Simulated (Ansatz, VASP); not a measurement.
## Two plane-wave programs on TiO2

```xyz
6
Lattice="4.5969 0.0000 0.0000 0.0000 4.5969 0.0000 0.0000 0.0000 2.8944" Properties=species:S:1:pos:R:3 pbc="T T T"
Ti    0.0000    0.0000    0.0000
Ti    2.2984    2.2984    1.4472
O     1.3961    1.3961    0.0000
O     0.9023    3.6945    1.4472
O     3.6945    0.9023    1.4472
O     3.2008    3.2008    0.0000
```

Change from the starting cell: uniaxial_z strain -2.0%.

Alike in both runs: task single point; functional r2SCAN; k mesh 6 × 6 × 8; no spin polarisation.

|  | VASP | Ansatz |
| --- | --- | --- |
| version | VASP 6.6.1 | Ansatz 0.2.0 |
| potentials or method | VASP PAW PBE potentials, release 64 (Ti_sv, O) | plane waves, PAW |
| plane-wave cutoff (eV) | 520 | 500 |
| occupations | gaussian, width 0.01 eV | fixed |
| valence electrons in the cell | 48 | 48 |

|  | VASP | Ansatz | Ansatz less VASP |
| --- | --- | --- | --- |
| gap on the k mesh at the Fermi level (eV) | 2.28 | 2.27 | -0.009 |
| pressure (GPa) | 7.3 | 6.0 | -1.35 |
| traceless stress, the component that is largest in VASP (GPa) | 5.55 | 5.06 | -0.495 |
| rms of the force components (eV/Å) | 0.020 | 0.000 | -0.0195 |

VASP's potentials were made for PBE, not for r2SCAN. Atom by atom the forces differ by 0.020 eV/Å (rms over components).
